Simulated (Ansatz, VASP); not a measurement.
# One calculation of C, two programs

```
CELL_PARAMETERS angstrom
1.23277 -2.13415 0.00000
1.23277 2.13415 0.00000
0.00000 0.00000 6.79898
ATOMIC_POSITIONS crystal
C 0.08331 0.91669 0.75000
C 0.58331 0.41669 0.25000
C 0.91669 0.08331 0.25000
C 0.41669 0.58331 0.75000
```

Alike in both runs: task single point; functional PBE; dispersion D3(BJ); k mesh 22 × 22 × 8; occupations gaussian, width 0.15 eV; no spin polarisation.

|  | VASP | Ansatz |
| --- | --- | --- |
| version | VASP 6.6.1 | Ansatz 0.2.0 |
| potentials or method | VASP PAW PBE potentials, release 64 (C), cutoff 520 eV | scalar-relativistic, plane waves, PAW |
| valence electrons in the cell | 16 | 16 |

Ansatz gave:

```
gap on the k mesh at the Fermi level (eV)                     : none
pressure (GPa)                                                : 0.0
traceless stress, the component that is largest in VASP (GPa) : 0.01
rms of the force components (eV/Å)                            : 0.004
```

Which values does VASP return?

gap on the k mesh at the Fermi level (eV): none; pressure (GPa): 0.4; traceless stress, the component that is largest in VASP (GPa): -0.51; rms of the force components (eV/Å): 0.003.

Atom by atom the forces differ by 0.000 eV/Å (rms over components). A gap of «none» marks a metal or a gap that the smearing closes. Ansatz's warnings: structure snapped to symmetry.
